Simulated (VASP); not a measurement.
Ge5P:

```
Ge P
1.0
     0.00000    4.02324    4.02324
     4.02324    0.00000    4.02324
     4.02324    4.02324    0.00000
Ge P
5 1
Direct
  0.84688 0.84688 0.84688
  0.84688 0.84688 0.45936
  0.84688 0.45936 0.84688
  0.45936 0.84688 0.84688
  0.50000 0.50000 0.50000
  0.00000 0.00000 0.00000
```

The cell was built from a structure type or drawn by symmetry, and may not be a known phase.

| Item | Value |
| --- | --- |
| Program | VASP 6.6.1 |
| Task | relaxation of cell and atoms |
| Functional | PBE |
| Potentials or basis | VASP PAW PBE potentials, release 64 (Ge_d, P) |
| Cutoff | 600 eV |
| k mesh | 4 × 4 × 4 |
| Occupations | gaussian, width 0.1 eV |
| Spin | no spin polarisation |

At the start: pressure 29.0 GPa; volume 21.71 Å³/atom.

Question: How do energy, volume and symmetry change on relaxing?

Answer: Over 10 steps the energy falls by 706.7 meV/atom and the volume is 31.20 Å³/atom (+43.7 %); space group F-43m (No. 216, to 0.1 Å) before and after.

The path:
```
step  energy change (eV)  largest force (eV/Å)  pressure (GPa)  volume (Å³)
   1              0.0000                6.0593           29.05       130.24
   2             -2.8216                2.3956           -0.09       219.40
   3             -3.6401                2.2038            5.13       170.28
   4             -3.6226                2.3988            3.83       177.40
   5             -3.6376                2.3303            4.34       174.35
   6             -4.1521                0.2506           -1.76       200.72
   7             -4.1733                0.5192           -0.98       195.56
   8             -4.2287                0.2561           -0.37       190.50
   9             -4.2402                0.0453            0.08       187.34
  10             -4.2402                0.0334            0.10       187.18
```

Final structure:
```
CELL_PARAMETERS angstrom
0.00000 4.54022 4.54022
4.54022 0.00000 4.54022
4.54022 4.54022 0.00000
ATOMIC_POSITIONS crystal
Ge 0.85322 0.85322 0.85322
Ge 0.85322 0.85322 0.44033
Ge 0.85322 0.44033 0.85322
Ge 0.44033 0.85322 0.85322
Ge 0.50000 0.50000 0.50000
P 0.00000 0.00000 0.00000
```

Caveat: the volume moved by over 15 % at a fixed basis, so the end points are rough.
